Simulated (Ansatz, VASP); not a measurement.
## AlP in VASP and in Ansatz

INCAR

```
SYSTEM = AlP
PREC = Accurate ; ENCUT = 500
EDIFF = 1E-6 ; ISMEAR = 0
SIGMA = 0.01 ; LREAL = .FALSE.
LASPH = .TRUE. ; NELM = 120
ALGO = Normal ; ISIF = 2
LWAVE = .FALSE. ; LCHARG = .FALSE.
NBANDS = 11 ; GGA_COMPAT = .FALSE.
```

KPOINTS

```
Automatic mesh
0
G
  8 8 8
  0 0 0
```

File POSCAR:

```
AlP
1.0
    0.0000000000      2.7169259382      2.7169259382
    2.7169259382      0.0000000000      2.7169259382
    2.7169259382      2.7169259382      0.0000000000
Al P
1 1
Direct
    0.0000000000      0.0000000000      0.0000000000
    0.7500000000      0.7500000000      0.7500000000
```

Input for Ansatz:

```yaml
crystal:
  lattice:
    - [0.0, 2.71692593824, 2.71692593824]
    - [2.71692593824, 0.0, 2.71692593824]
    - [2.71692593824, 2.71692593824, 0.0]
  atoms:
    - { symbol: Al, position: [0.0, 0.0, 0.0] }
    - { symbol: P, position: [0.75, 0.75, 0.75] }
kpoints:
  mp_grid: { grid: [8, 8, 8] }
scf:
  occupations: { method: fixed }
hamiltonian:
  xc: lda
  pseudopotentials: { kind: paw }
output:
  forces: true
  stress: true
  eigenvalues: true
  eigenstates:
    nscf_kmesh: { grid: [12, 12, 12] }
    de_dk: true
    e_range: [-9, 11.42016660972]
  optics:
    e_range: [0, 25]
    de: 0.2
    sigma: 0.1
    bands: { spectra_wanted_up_to: 25 }
    nscf_kmesh: { grid: [12, 12, 12] }
checkpoint:
  write: ck
  write_wavefunctions: false
```

Alike in both runs: task single point; functional LDA; k mesh 8 × 8 × 8; no spin polarisation.

|  | VASP | Ansatz |
| --- | --- | --- |
| version | VASP 6.6.1 | Ansatz 0.2.0 |
| potentials or method | VASP PAW LDA potentials, release 64 (Al, P) | PAW with Ansatz's default frozen-core files, scalar-relativistic |
| plane-wave cutoff (eV) | 500 | 420 |
| occupations | gaussian, width 0.01 eV | fixed |
| valence electrons in the cell | 8 | 8 |

```tsv
	VASP	Ansatz	Ansatz less VASP
gap on the k mesh at the Fermi level (eV)	1.41	1.42	+0.006
pressure (GPa)	0.1	0.0	-0.05
```

LDA's correlation is that of Perdew and Zunger in VASP and of Perdew and Wang (1992) in Ansatz.
